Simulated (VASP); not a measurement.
Te: single point with r2SCAN

Te:

```xyz
2
Lattice="0.0000 2.4215 5.7575 2.4142 0.0000 5.7575 2.4142 2.4215 0.0000" Properties=species:S:1:pos:R:3 pbc="T T T"
Te    2.4142    2.4215   10.1664
Te    2.4142    2.4215    1.3486
```

- Program: VASP 6.6.1
- Task: single point
- Functional: r2SCAN
- Potentials or basis: VASP PAW PBE potentials, release 64 (Te)
- Cutoff: 520 eV
- k mesh: 16 × 16 × 16
- Occupations: gaussian, width 0.1 eV
- Spin: no spin polarisation

* Pressure: 0.0 GPa
* Largest force: 0.024 eV/Å
* Band gap on the k mesh: zero (bands 6 and 7 overlap by 4.29 eV)

Forces in eV/Å, atoms in the order of the input:
```
Te   0.000  0.000 -0.024
Te   0.000  0.000  0.024
```

Stress tensor (GPa, compression positive):
```
-0.02  0.00  0.00
 0.00 -0.05  0.00
 0.00  0.00  0.11
```

Levels at points of the mesh, in eV from the Fermi level:
| k point | band 3 | band 4 | band 5 | band 6 | band 7 | band 8 | band 9 | band 10 |
| --- | --- | --- | --- | --- | --- | --- | --- | --- |
| (0.00, 0.00, 0.00) | -6.10 | 0.34 | 0.35 | 1.38 | 1.39 | 2.98 | 5.91 | 6.32 |
| (0.50, 0.00, 0.00) | -5.52 | -4.75 | -2.82 | 1.02 | 1.31 | 2.79 | 5.84 | 7.48 |
| (0.50, 0.50, 0.00) | -3.36 | -0.69 | -0.20 | -0.18 | 2.33 | 2.34 | 5.15 | 5.61 |
| (0.50, 0.00, 0.50) | -4.72 | -4.05 | -3.23 | -3.04 | -2.07 | 2.26 | 3.08 | 4.65 |
| (0.00, 0.50, 0.50) | -4.70 | -4.07 | -3.25 | -3.02 | -2.05 | 2.25 | 3.07 | 4.68 |

It took 51 min on 1 thread of Intel Xeon 8259CL (shared host), peak memory 0.61 GiB.

Caveat: the PAW data sets were made with another functional, which shifts forces and pressure a little; spin-orbit coupling is left out, which moves the levels of the heavy elements.
